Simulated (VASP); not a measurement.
# Ti (P6_3/mmc) in VASP: a series of runs

The runs below take Ti through single point, relaxation of volume and atoms at fixed shape, with r2SCAN.

Program: VASP 6.6.1. These are calculated values, not measurements. Logs are shortened: lines on timing, memory, paths and dates and some standing lists are left out, and cuts for length are marked.

## Step 1: The cell of the first run

It takes space group P6_3/mmc (No. 194, hexagonal). The conventional cell has a = 2.932 Å, b = 2.932 Å, c = 4.652 Å, α = 90.00°, β = 90.00°, γ = 120.00°. Ti (site symmetry -6m2) has 12 Ti at 2.88 to 2.93 Å within 3.8 Å.

## Step 2: Single point, r2SCAN

The input, POSCAR:

```
Ti
1.0
    2.9322809926      0.0000000000      0.0000000000
   -1.4661404963      2.5394298306      0.0000000000
    0.0000000000      0.0000000000      4.6518897923
Ti
2
Direct
    0.3333333333      0.6666666667      0.2500000000
    0.6666666667      0.3333333333      0.7500000000
```

The input, INCAR.step1:

```
SYSTEM = Ti
PREC = Accurate
ENCUT = 520
ISMEAR = -1
SIGMA = 0.1
LREAL = .FALSE.
LASPH = .TRUE.
NELM = 100
NBANDS = 19
GGA = PE
ALGO = Normal
EDIFF = 1E-4
LWAVE = .TRUE.
LCHARG = .FALSE.
```

The input, INCAR.step2:

```
SYSTEM = Ti
PREC = Accurate
ENCUT = 520
EDIFF = 1E-6
ISMEAR = -1
SIGMA = 0.1
LREAL = .FALSE.
LASPH = .TRUE.
NELM = 100
ALGO = Normal
ISIF = 2
LWAVE = .FALSE.
LCHARG = .FALSE.
METAGGA = R2SCAN
LMIXTAU = .TRUE.
NBANDS = 19
ISTART = 1
```

The input, KPOINTS:

```
Automatic mesh
0
G
  7 7 4
  0 0 0
```

Potentials or basis: VASP PAW PBE potentials, release 64 (Ti_sv).

The run is started by

```
> cat potpaw_PBE.64/Ti_sv/POTCAR > POTCAR
> cp INCAR.step1 INCAR
> mpirun -np 1 vasp_std > vasp.out
> cp INCAR.step2 INCAR
> mpirun -np 1 vasp_std > vasp.out
```

OUTCAR:

```text
SYSTEM = Ti
   PREC = Accurate
   ENCUT = 520
   EDIFF = 1E-6
   ISMEAR = -1
   LREAL = .FALSE.
   LASPH = .TRUE.
   NELM = 100
   ISIF = 2
   METAGGA = R2SCAN
   ISTART = 1

 ion  position               nearest neighbor table
   1  0.333  0.667  0.250-   2 2.88   2 2.88   2 2.88   2 2.88   2 2.88   2 2.88
   2  0.667  0.333  0.750-   1 2.88   1 2.88   1 2.88   1 2.88   1 2.88   1 2.88

  LATTYP: Found a hexagonal cell.
 ALAT       =     2.9322809926
 C/A-ratio  =     1.5864406597

  Lattice vectors:

 A1 = (   2.9322809926,   0.0000000000,   0.0000000000)
 A2 = (  -1.4661404963,   2.5394298306,   0.0000000000)
 A3 = (   0.0000000000,   0.0000000000,   4.6518897923)

Analysis of symmetry for initial positions (statically):
=====================================================================
 Subroutine PRICEL returns:
 Original cell was already a primitive cell.

 Routine SETGRP: Setting up the symmetry group for a
 hexagonal supercell.

 Subroutine GETGRP returns: Found 24 space group operations
 (whereof 12 operations were pure point group operations)
 out of a pool of 24 trial point group operations.

The static configuration has the point symmetry D_3d.
 The point group associated with its full space group is D_6h.

Analysis of symmetry for dynamics (positions and initial velocities):
=====================================================================
 Subroutine PRICEL returns:
 Original cell was already a primitive cell.

 Routine SETGRP: Setting up the symmetry group for a
 hexagonal supercell.

 Subroutine GETGRP returns: Found 24 space group operations
 (whereof 12 operations were pure point group operations)
 out of a pool of 24 trial point group operations.

The dynamic configuration has the point symmetry D_3d.
 The point group associated with its full space group is D_6h.

 Subroutine INISYM returns: Found 24 space group operations
 (whereof 12 operations are pure point group operations),
 and found     1 'primitive' translations

----------------------------------------------------------------------------------------

                                     Primitive cell

  volume of cell :      34.6395

  direct lattice vectors                    reciprocal lattice vectors
     2.932280993  0.000000000  0.000000000     0.341031437  0.196894592  0.000000000
    -1.466140496  2.539429831  0.000000000     0.000000000  0.393789184  0.000000000
     0.000000000  0.000000000  4.651889792     0.000000000  0.000000000  0.214966400

  length of vectors
     2.932280993  2.932280993  4.651889792     0.393789184  0.393789184  0.214966400

  position of ions in fractional coordinates (direct lattice)
     0.333333333  0.666666667  0.250000000
     0.666666667  0.333333333  0.750000000

  ion indices of the primitive-cell ions
   primitive index   ion index
                 1           1
                 2           2

----------------------------------------------------------------------------------------

 KPOINTS: Automatic mesh

Automatic generation of k-mesh.
 Grid dimensions read from file:
 generate k-points for:    7    7    4

 Generating k-lattice:

  Cartesian coordinates                     Fractional coordinates (reciprocal lattice)
     0.048718777  0.028127799  0.000000000     0.142857143 -0.000000000  0.000000000
     0.000000000  0.056255598  0.000000000     0.000000000  0.142857143  0.000000000
     0.000000000  0.000000000  0.053741600     0.000000000  0.000000000  0.250000000

  Length of vectors
     0.056255598  0.056255598  0.053741600

  Shift w.r.t. Gamma in fractional coordinates (k-lattice)
     0.000000000  0.000000000  0.000000000

 Subroutine IBZKPT returns following result:
 ===========================================

 Found     24 irreducible k-points:

 Following reciprocal coordinates:
            Coordinates               Weight
  0.000000  0.000000  0.000000      1.000000
  0.142857 -0.000000  0.000000      6.000000
  0.285714  0.000000  0.000000      6.000000
  0.428571 -0.000000  0.000000      6.000000
  0.142857  0.142857  0.000000      6.000000
  0.285714  0.142857  0.000000     12.000000
[... 16 lines left out ...]
  0.428571  0.142857  0.500000      6.000000
  0.285714  0.285714  0.500000      6.000000
   k-points           NKPTS =     24   k-points in BZ     NKDIM =     24   number of bands    NBANDS=     19
   number of dos      NEDOS =    301   number of ions     NIONS =      2
   total plane-waves  NPLWV =  20736
   dimension x,y,z NGX =    24 NGY =   24 NGZ =   36
   dimension x,y,z NGXF=    48 NGYF=   48 NGZF=   72
   ions per type =               2
   NGX,Y,Z   is equivalent  to a cutoff of  13.61, 13.61, 12.87 a.u.
   NGXF,Y,Z  is equivalent  to a cutoff of  27.21, 27.21, 25.73 a.u.
 SYSTEM =  Ti
   PREC   = accura    normal or accurate (medium, high low for compatibility)
   ISTART =      1    job   : 0-new  1-cont  2-samecut
   ICHARG =      0    charge: 1-file 2-atom 10-const
   ISPIN  =      1    spin polarized calculation?
   LNONCOLLINEAR =      F non collinear calculations
   LSORBIT =      F    spin-orbit coupling
   LASPH  =      T    aspherical Exc in radial PAW
   ENCUT  =  520.0 eV  38.22 Ry    6.18 a.u.   5.45  5.45  8.65*2*pi/ulx,y,z
   NELM   =    100;   NELMIN=  2; NELMDL=  0     # of ELM steps
   EDIFF  = 0.1E-05   stopping-criterion for ELM
   LREAL  =      F    real-space projection
   EDIFFG = 0.1E-04   stopping-criterion for IOM
   NSW    =      0    number of steps for IOM
   IBRION =     -1    ionic relax: 0-MD 1-quasi-New 2-CG
   NFREE  =      0    steps in history (QN), initial steepest desc. (CG)
   ISIF   =      2    stress and relaxation
   ISYM   =      2    0-nonsym 1-usesym 2-fastsym
   POTIM  = 0.5000    time-step for ionic-motion
   TEBEG  =    0.0;   TEEND  =   0.0 temperature during run
   PSTRESS=    0.0 pullay stress
   NELECT =      24.0000    total number of electrons
   NUPDOWN=      -1.0000    fix difference up-down
   EMIN   =  10.00;   EMAX   =-10.00  energy-range for DOS
   EFERMI =   0.00;   METHOD = LEGACY
   ISMEAR =    -1;   SIGMA  =   0.10  broadening in eV -4-tet -1-fermi 0-gaus
   EFERMI_NEDOS =   21; number of points for ismear=-14 and -15
   IALGO  =     38    algorithm
   IMIX   =      4    mixing-type and parameters
     AMIX     =   0.40;   BMIX     =  1.00
     AMIX_MAG =   1.60;   BMIX_MAG =  1.00
  volume/ion in A,a.u.               =      17.32       116.88
  Fermi-wavevector in a.u.,A,eV,Ry     =   1.448621  2.737497 28.551872  2.098503
  Thomas-Fermi vector in A             =   2.566441
   LORBIT       =      0    0 simple, 1 ext, 2 COOP (PROOUT), +10 PAW based schemes
   METAGGA = R2SCAN    functional components
   LHFCALC =     F    Hartree Fock is set to
   AEXX    =    0.0000 exact exchange contribution
   IVDW    =     0    specifies the selected vdW correction
   LEPSILON=     F    determine dielectric tensor
   LRPA    =     F    only Hartree local field effects (RPA)
 non-spin polarized calculation
  energy-cutoff  :      520.00
  volume of cell :       34.64
 maximum number of plane-waves:       965
 NGX is ok and might be reduce to    24
   NGX = 11   NGY = 11   NGZ = 17

 number of electron      24.0000000 magnetization

 Free energy of the ion-electron system (eV)
  ---------------------------------------------------
  ext. energy  EPLUGINS =         0.00000000
  ---------------------------------------------------
  free energy    TOTEN  =       -25.93660327 eV

  energy without entropy =      -25.87650407  energy(sigma->0) =      -25.90655367

 E-fermi :   8.4329     XC(G=0): -12.4106

 val. band max:        8.2125139679   @ k =   0.1429  -0.0000   0.0000
 cond. band min:       8.4397470945   @ k =   0.0000   0.0000   0.2500
 fundamental gap:      0.2272331265
 Fermi energy:         8.4328979975

 k-point     1 :       0.0000    0.0000    0.0000
  band No.  band energies     occupation
      1     -50.8000      2.00000
      2     -50.6556      2.00000
      3     -26.3545      2.00000
      4     -25.6942      2.00000
      5     -25.6941      2.00000
      6     -25.6129      2.00000
[... 11 lines left out ...]
     18      10.2758      0.00000
     19      11.8314      0.00000

 k-point     2 :       0.1429   -0.0000    0.0000
  band No.  band energies     occupation
      1     -50.7793      2.00000
      2     -50.6476      2.00000
      3     -26.3082      2.00000
      4     -25.7872      2.00000
      5     -25.7244      2.00000
      6     -25.6869      2.00000
[... 11 lines left out ...]
     18      10.1900      0.00000
     19      11.9803      0.00000

 k-point     3 :       0.2857    0.0000    0.0000
  band No.  band energies     occupation
      1     -50.7298      2.00000
      2     -50.6325      2.00000
      3     -26.1890      2.00000
      4     -25.9997      2.00000
      5     -25.8904      2.00000
      6     -25.7883      2.00000
[... 11 lines left out ...]
     18      11.1042      0.00000
     19      12.1724      0.00000

 k-point     4 :       0.4286   -0.0000    0.0000
  band No.  band energies     occupation
      1     -50.6830      2.00000
      2     -50.6272      2.00000
      3     -26.1718      2.00000
      4     -26.0579      2.00000
      5     -26.0450      2.00000
      6     -25.8369      2.00000
[... 11 lines left out ...]
     18      12.2582      0.00000
     19      12.2841      0.00000

 k-point     5 :       0.1429    0.1429    0.0000
  band No.  band energies     occupation
      1     -50.7441      2.00000
      2     -50.6361      2.00000
      3     -26.2251      2.00000
      4     -25.9036      2.00000
      5     -25.8769      2.00000
      6     -25.7438      2.00000
[... 11 lines left out ...]
     18      11.0014      0.00000
     19      12.0635      0.00000
[... 334 lines left out ...]
      2     -50.6904      2.00000
      3     -26.0689      2.00000
      4     -26.0689      2.00000
      5     -25.7675      2.00000
      6     -25.7675      2.00000
[... 11 lines left out ...]
     18      11.4970      0.00000
     19      11.8796      0.00000

 k-point    22 :       0.2857    0.1429    0.5000
  band No.  band energies     occupation
      1     -50.6609      2.00000
      2     -50.6609      2.00000
      3     -26.1761      2.00000
      4     -26.1761      2.00000
      5     -25.8319      2.00000
      6     -25.8319      2.00000
[... 11 lines left out ...]
     18      12.0040      0.00000
     19      12.4997      0.00000

 k-point    23 :       0.4286    0.1429    0.5000
  band No.  band energies     occupation
      1     -50.6478      2.00000
      2     -50.6478      2.00000
      3     -26.2306      2.00000
      4     -26.2306      2.00000
      5     -25.8618      2.00000
      6     -25.8618      2.00000
[... 11 lines left out ...]
     18      11.9106      0.00000
     19      13.4311      0.00000

 k-point    24 :       0.2857    0.2857    0.5000
  band No.  band energies     occupation
      1     -50.6445      2.00000
      2     -50.6445      2.00000
      3     -26.1811      2.00000
      4     -26.1811      2.00000
      5     -25.9446      2.00000
      6     -25.9446      2.00000
[... 11 lines left out ...]
     18      11.8773      0.00000
     19      14.4658      0.00000

------------------------ aborting loop because EDIFF is reached ----------------------------------------

  FORCE on cell =-STRESS in cart. coord.  units (eV):
  Direction    XX          YY          ZZ          XY          YZ          ZX
  --------------------------------------------------------------------------------------
  -------------------------------------------------------------------------------------
  Total        0.0571380      0.0571380      0.1144470      0.0000000     -0.0000000      0.0000000
  in kB        2.6428005      2.6428005      5.2935096      0.0000000     -0.0000000      0.0000000
  external PRESSURE =       3.5263702 kB  Pullay stress =       0.0000000 kB

 VOLUME and BASIS-vectors are now :
 -----------------------------------------------------------------------------
  energy-cutoff  :      520.00
  volume of cell :       34.64
      direct lattice vectors                 reciprocal lattice vectors
     2.932280993  0.000000000  0.000000000     0.341031437  0.196894592  0.000000000
    -1.466140496  2.539429831  0.000000000     0.000000000  0.393789184  0.000000000
     0.000000000  0.000000000  4.651889792     0.000000000  0.000000000  0.214966400

 POSITION                                       TOTAL-FORCE (eV/Angst)
 -----------------------------------------------------------------------------------
     -0.00000      1.69295      1.16297         0.000000      0.000000      0.000000
      1.46614      0.84648      3.48892        -0.000000     -0.000000      0.000000
 -----------------------------------------------------------------------------------
    total drift:                               -0.000000      0.000000     -0.000000

  FREE ENERGIE OF THE ION-ELECTRON SYSTEM (eV)
  ---------------------------------------------------
  free  energy   TOTEN  =       -25.9366032689 eV

  energy  without entropy=      -25.8765040718  energy(sigma->0) =      -25.90655367
```

Run time: 47 s. Hardware: 1 thread of Intel Xeon Platinum 8488C (Sapphire Rapids), shared host; peak memory 0.16 GiB.

Results:

```yaml
Free_energy: -25.9366 eV
Pressure: 0.4 GPa
Band_gap_on_the_k_mesh: zero (band 12 reaches 9.30 eV, above the bottom of band 13 at 8.11 eV)
```

Stress tensor (GPa, compression positive):
```
0.26 0.00 0.00
0.00 0.26 0.00
0.00 0.00 0.53
```

Levels at points of the mesh, in eV from the Fermi level:
| k point | band 10 | band 11 | band 12 | band 13 | band 14 | band 15 |
| --- | --- | --- | --- | --- | --- | --- |
| (0.00, 0.00, 0.00) | -2.87 | 0.55 | 0.86 | 0.86 | 0.96 | 1.39 |
| (0.00, 0.00, 0.50) | -4.69 | 0.06 | 0.06 | 0.78 | 0.78 | 0.78 |

Caveat: the PAW data sets were made with another functional, which shifts forces and pressure a little.

## Step 3: Relaxation of volume and atoms at fixed shape, r2SCAN

This run uses another cell than the first one, of 17.64 Å³/atom, 1.018 times its volume.

The input, POSCAR:

```
Ti
1.0
    2.9500000000      0.0000000000      0.0000000000
   -1.4750000000      2.5547750000      0.0000000000
    0.0000000000      0.0000000000      4.6800000000
Ti
2
Direct
    0.3333333333      0.6666666667      0.2500000000
    0.6666666667      0.3333333333      0.7500000000
```

The input, INCAR.step1:

```
  PREC = Accurate
  ENCUT = 600
  ISMEAR = -1
  SIGMA = 0.1
  LREAL = False
  LASPH = True
  NELM = 80
  GGA = PE
  ALGO = Normal
  EDIFF = 1E-4
  LWAVE = True
  LCHARG = False
```

The input, INCAR.step2:

```
  PREC = Accurate
  ENCUT = 600
  EDIFF = 1E-6
  ISMEAR = -1
  SIGMA = 0.1
  LREAL = False
  LASPH = True
  NELM = 80
  ALGO = Normal
  ISIF = 8
  LWAVE = False
  LCHARG = False
  METAGGA = R2SCAN
  LMIXTAU = True
  IBRION = 2
  NSW = 80
  EDIFFG = -0.02
  ISTART = 1
```

The input, KPOINTS:

```
regular mesh
0
Gamma
  7 7 4
```

Potentials or basis: VASP PAW PBE potentials, release 64 (Ti_sv).

The run is started by

```
> cat potpaw_PBE.64/Ti_sv/POTCAR > POTCAR
> cp INCAR.step1 INCAR
> mpirun -np 1 vasp_std > vasp.out
> cp INCAR.step2 INCAR
> mpirun -np 1 vasp_std > vasp.out
```

Wall time 2.4 min (1 thread of Intel Xeon Platinum 8488C (Sapphire Rapids), shared host); peak memory 0.17 GiB.

The run converged. Its results:

```
Free energy                            : -25.9364 eV
Relaxed volume                         : 17.38 Å³/atom
Relaxed cell                           : a = 2.936 Å, b = 2.936 Å, c = 4.658 Å, α = 90.00°, β = 90.00°, γ = 120.00°
Space group after relaxing (to 0.05 Å) : P6_3/mmc (No. 194)
Energy gained by relaxing              : 1.3 meV/atom
Ionic steps                            : 3
Pressure after relaxing                : 0.0 GPa
Band gap on the k mesh                 : zero (band 12 reaches 9.26 eV, above the bottom of band 13 at 8.07 eV)
```

Stress tensor (GPa, compression positive):
```
-0.13  0.00  0.00
 0.00 -0.13  0.00
 0.00  0.00  0.13
```

The path:
| step | energy change (eV) | largest force (eV/Å) | pressure (GPa) | volume (Å³) |
| --- | --- | --- | --- | --- |
| 1 | 0.0000 | 0.0000 | -1.67 | 35.27 |
| 2 | -0.0008 | 0.0000 | 1.38 | 34.34 |
| 3 | -0.0027 | 0.0000 | -0.04 | 34.77 |

Final structure:
```xyz
2
Lattice="2.9359 0.0000 0.0000 -1.4679 2.5425 0.0000 0.0000 0.0000 4.6576" Properties=species:S:1:pos:R:3 pbc="T T T"
Ti    0.0000    1.6950    1.1644
Ti    1.4679    0.8475    3.4932
```

Levels at points of the mesh, in eV from the Fermi level:
| k point | band 10 | band 11 | band 12 | band 13 | band 14 | band 15 |
| --- | --- | --- | --- | --- | --- | --- |
| (0.00, 0.00, 0.00) | -2.86 | 0.54 | 0.86 | 0.86 | 0.96 | 1.39 |
| (0.00, 0.00, 0.50) | -4.69 | 0.06 | 0.06 | 0.78 | 0.78 | 0.78 |

Caveat: the PAW data sets were made with another functional, which shifts forces and pressure a little.
